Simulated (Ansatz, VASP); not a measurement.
**One calculation of CsPbBr3, two programs**

INCAR

```
SYSTEM = CsPbBr3
  PREC = Accurate
  ENCUT = 520
  EDIFF = 1E-6
  ISMEAR = -1
  SIGMA = 0.05
  LREAL = .False.
  LASPH = .True.
  NELM = 150
  ALGO = Normal
  ISIF = 2
  LWAVE = .False.
  LCHARG = .False.
  LNONCOLLINEAR = .True.
  MAGMOM = 0 0 0 0 0 0 0 0 0 0 0 0 0 0 0
  LORBIT = 11
  LSORBIT = .True.
  GGA_COMPAT = .False.
  LORBMOM = .True.
  GGA = PS
  NBANDS = 59
```

Contents of KPOINTS:

```
Automatic mesh
0
Gamma
  5 5 5
  0 0 0
```

The input POSCAR:

```
CsPbBr3
1.0
    5.8700000000      0.0000000000      0.0000000000
    0.0000000000      5.8700000000      0.0000000000
    0.0000000000      0.0000000000      5.8700000000
Pb Cs Br
1 1 3
Direct
    0.5000000000      0.5000000000      0.5000000000
    0.0000000000      0.0000000000      0.0000000000
    0.5000000000      0.5000000000      0.0000000000
    0.5000000000      0.0000000000      0.5000000000
    0.0000000000      0.5000000000      0.5000000000
```

File input.yaml:

```yaml
crystal:
  lattice:
    - [5.87, 0.0, 0.0]
    - [0.0, 5.87, 0.0]
    - [0.0, 0.0, 5.87]
  atoms:
    - { symbol: Pb, position: [0.5, 0.5, 0.5] }
    - { symbol: Cs, position: [0.0, 0.0, 0.0] }
    - { symbol: Br, position: [0.5, 0.5, 0.0] }
    - { symbol: Br, position: [0.5, 0.0, 0.5] }
    - { symbol: Br, position: [0.0, 0.5, 0.5] }
hamiltonian:
  xc: pbesol
  pseudopotentials: { kind: paw_fr }
magnetization:
  noncollinear: true
  spin_orbit: true
kpoints:
  mp_grid: { grid: [5, 5, 5] }
  band_path:
    path:
      - [[0.0, 0.0, 0.0], [0.0, 0.5, 0.0], [0.5, 0.5, 0.0], [0.0, 0.0, 0.0], [0.5, 0.5, 0.5], [0.0, 0.5, 0.0]]
      - [[0.5, 0.5, 0.0], [0.5, 0.5, 0.5]]
    npoints: 14
scf:
  occupations: { method: fermi_dirac, width: 0.05 }
  n_extra_bands: 12
output:
  forces: true
  stress: true
  eigenvalues: true
  fatbands: true
```

Alike in both runs: functional PBEsol; k mesh 5 × 5 × 5; occupations fermi-dirac, width 0.05 eV; non-collinear spin, spin-orbit coupling.

```csv
,VASP,Ansatz
version,VASP 6.6.1,Ansatz 0.2.0
potentials or method,"VASP PAW PBE potentials, release 64 (Pb_d, Cs_sv, Br)",Ansatz PAW
plane-wave cutoff (eV),520,420
valence electrons in the cell,44,44
task,single point,band structure
```

```csv
,VASP,Ansatz,Ansatz less VASP
pressure (GPa),-0.1,-0.2,-0.03
```

VASP's potentials were made for PBE, not for PBEsol. The functional is the same, so the differences come from potentials, cutoffs and numerics.
